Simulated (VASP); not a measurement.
Set up this calculation in VASP 6.6.1, as the native input.

```
Task                   : single point
Functional             : PBE
Potentials or basis    : VASP PAW PBE potentials, release 64 (Cd, Hg, O)
Cutoff                 : 520 eV
k mesh                 : 8 × 8 × 12
Occupations            : gaussian, width 0.1 eV
Spin                   : no spin polarisation
Dipole correction      : no
Further INCAR settings : ALGO = Normal; EDIFF = 1e-06; NBANDS = 46
```

The structure of CdHg3O4 lies in POSCAR:

```
CdHg3O4
1.0
    3.3777440402     -5.1336144667      0.0000000000
    3.3777440402      5.1336144667      0.0000000000
    0.0000000000      0.0000000000      3.4017300784
Cd Hg O
1 3 4
Direct
    0.0000000000      0.0000000000      0.5000000000
    0.0000000000      0.5000000000      0.0000000000
    0.5000000000      0.5000000000      0.5000000000
    0.5000000000      0.0000000000      0.0000000000
    0.7434259322      0.7434259322      0.0000000000
    0.7758646909      0.2241353091      0.5000000000
    0.2241353091      0.7758646909      0.5000000000
    0.2565740678      0.2565740678      0.0000000000
```

The input as run:

INCAR

```
SYSTEM = CdHg3O4
PREC = Accurate
ENCUT = 520
EDIFF = 1E-6
ISMEAR = 0
SIGMA = 0.1
LREAL = .False.
LASPH = .True.
NELM = 100
ALGO = Normal
ISIF = 2
LWAVE = .False.
LCHARG = .True.
GGA = PE
LELF = .True.
LVHAR = .True.
NBANDS = 46
```

KPOINTS

```
Automatic mesh
0
Gamma
  8 8 12
  0 0 0
```

Potentials or basis: VASP PAW PBE potentials, release 64 (Cd, Hg, O).

The run is started by

```sh
$ cat potpaw_PBE.64/Cd/POTCAR potpaw_PBE.64/Hg/POTCAR potpaw_PBE.64/O/POTCAR > POTCAR
$ mpirun -np 1 vasp_std > vasp.out
```

Results of the run:

The pressure is 0.9 GPa. The largest force is 0.028 eV/Å and the band gap on the k mesh is zero (bands 36 and 37 overlap by 0.28 eV).

Caveat: semilocal functionals underestimate gaps, so a narrow gap can read as zero; spin-orbit coupling is left out, which moves the levels of the heavy elements.

It took 9.1 min on 1 thread of Intel(R) Xeon(R) Platinum 8488C (Sapphire Rapids) (shared host), peak memory 0.72 GiB.
